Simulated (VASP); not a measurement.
**SrAl2H2: single point with LDA**

Crystal: SrAl2H2.

```
Sr Al H
1.0
     4.52530    0.00000    0.00000
    -2.26265    3.91902    0.00000
     0.00000    0.00000    4.72140
Sr Al H
1 2 2
Cartesian
  0.0000 0.0000 0.0875
  0.0000 2.6127 2.1667
  2.2626 1.3063 2.5547
  0.0000 2.6127 0.4608
  2.2626 1.3063 4.2606
```

This cell differs from its parent crystal: all Sr atoms moved +0.087 Å, as atom 1 along Cartesian [0 0 1].

* Program: VASP 6.6.1
* Task: single point
* Functional: LDA
* Potentials or basis: VASP PAW LDA potentials, release 64 (Sr_sv, Al, H)
* Cutoff: 520 eV
* k mesh: 12 × 12 × 10
* Occupations: gaussian, width 0.15 eV
* Spin: no spin polarisation

```yaml
Pressure: -2.8 GPa
Largest_force: 0.258 eV/Å
Band_gap_on_the_k_mesh: zero (band 9 reaches 4.31 eV, above the bottom of band 10 at 3.71 eV)
```

Forces on the atoms (eV/Å):
```
Sr   0.000  0.000 -0.182
Al   0.000  0.000  0.258
Al   0.000  0.000 -0.080
H    0.000  0.000 -0.104
H    0.000  0.000  0.108
```

Stress tensor (GPa, compression positive):
```
-3.05  0.00  0.00
 0.00 -3.05  0.00
 0.00  0.00 -2.25
```

Levels at points of the mesh, in eV from the Fermi level:
| k point | band 5 | band 6 | band 7 | band 8 | band 9 | band 10 | band 11 | band 12 | band 13 | band 14 |
| --- | --- | --- | --- | --- | --- | --- | --- | --- | --- | --- |
| (0.00, 0.00, 0.00) | -8.71 | -4.16 | -3.29 | -0.54 | -0.54 | 0.43 | 2.75 | 2.75 | 3.74 | 3.74 |
| (0.50, 0.00, 0.00) | -6.87 | -6.32 | -2.81 | -1.85 | -0.96 | -0.18 | 1.99 | 2.39 | 2.69 | 4.19 |
| (0.00, 0.00, 0.50) | -7.34 | -6.83 | -2.33 | 0.42 | 0.42 | 1.11 | 1.11 | 1.55 | 1.80 | 1.80 |
| (0.50, 0.00, 0.50) | -6.51 | -5.59 | -4.07 | -3.64 | -1.33 | 1.42 | 2.61 | 3.78 | 4.58 | 4.64 |

Wall time 86 s on 1 thread of Intel(R) Xeon(R) 6975P-C (Granite Rapids), on a shared host, peak memory 0.35 GiB.

Caveat: the cell differs from its parent crystal (all Sr atoms moved +0.087 Å, as atom 1 along Cartesian [0 0 1]).
